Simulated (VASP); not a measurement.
Set up this calculation in VASP 6.6.1, as the native input.

- Task: single point
- Functional: PBE
- Potentials or basis: VASP PAW PBE potentials, release 64 (K_sv, Cl)
- Cutoff: 520 eV
- k mesh: 7 × 7 × 7
- Occupations: fermi-dirac, width 0.01 eV
- Spin: no spin polarisation
- Dipole correction: no
- Further INCAR settings: ALGO = Normal; EDIFF = 1e-06; NBANDS = 15

The structure of KCl lies in POSCAR:

```
KCl
1.0
    3.5806865970      0.0000000000      0.0000000000
    0.0000000000      3.5806865970      0.0000000000
    0.0000000000      0.0000000000      3.7430200000
K Cl
1 1
Direct
    0.0000000000      0.0000000000      0.0000000000
    0.5000000000      0.5000000000      0.5000000000
```

This cell differs from its parent crystal: z stretched by +3 % at fixed volume.

These files were run (other wordings do the same):

INCAR

```
SYSTEM = KCl
PREC = Accurate ; ENCUT = 520
EDIFF = 1E-6 ; ISMEAR = -1
SIGMA = 0.01 ; LREAL = .False.
LASPH = .True. ; NELM = 60
ALGO = Normal ; ISIF = 2
LWAVE = .False. ; LCHARG = .False.
GGA = PE ; NBANDS = 15
```

KPOINTS

```
Automatic mesh
0
Gamma
  7 7 7
  0 0 0
```

Potentials or basis: VASP PAW PBE potentials, release 64 (K_sv, Cl).

Command:

```console
$ cat potpaw_PBE.64/K_sv/POTCAR potpaw_PBE.64/Cl/POTCAR > POTCAR
$ mpirun -np 1 vasp_std > vasp.out
```

It gave:

- Pressure: 4.5 GPa
- Band gap on the k mesh: 5.47 eV, indirect (least direct gap 5.66 eV)

Wall time 26 s on 1 thread of Intel(R) Xeon(R) Platinum 8375C CPU @ 2.90GHz (Ice Lake) (shared host), peak memory 0.16 GiB.
